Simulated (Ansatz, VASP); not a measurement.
Two plane-wave programs on Pb

```
Pb
1.0
     3.40896    0.00000    0.00000
    -1.70448    2.95225    0.00000
     0.00000    0.00000    5.47589
Pb
2
Direct
  0.33333 0.66667 0.25000
  0.66667 0.33333 0.75000
```

Alike in both runs: task relaxation of cell and atoms; functional r2SCAN; k mesh 11 × 11 × 6; occupations fermi-dirac, width 0.05 eV; collinear spin.

|  | VASP | Ansatz |
| --- | --- | --- |
| version | VASP 6.6.1 | Ansatz 0.2.0 |
| potentials or method | VASP PAW PBE potentials, release 64 (Pb_d) | PAW with Ansatz's default frozen-core files, scalar-relativistic |
| plane-wave cutoff (eV) | 600 | 500 |
| valence electrons in the cell | 28 | 28 |

|  | VASP | Ansatz | Ansatz less VASP |
| --- | --- | --- | --- |
| gap on the k mesh at the Fermi level, each at its own relaxed structure (eV) | none | none | - |
| relaxed volume (Å³/atom) | 30.83 | 30.81 | -0.018 |
| relaxed length of the cell vector where the two differ most in proportion (Å) | 5.798 | 5.796 | -0.0017 |

VASP's potentials were made for PBE, not for r2SCAN. A gap of «none» marks a metal or a gap that the smearing closes. Ansatz's warnings: no starting moments.

Neither program's run includes spin-orbit coupling.
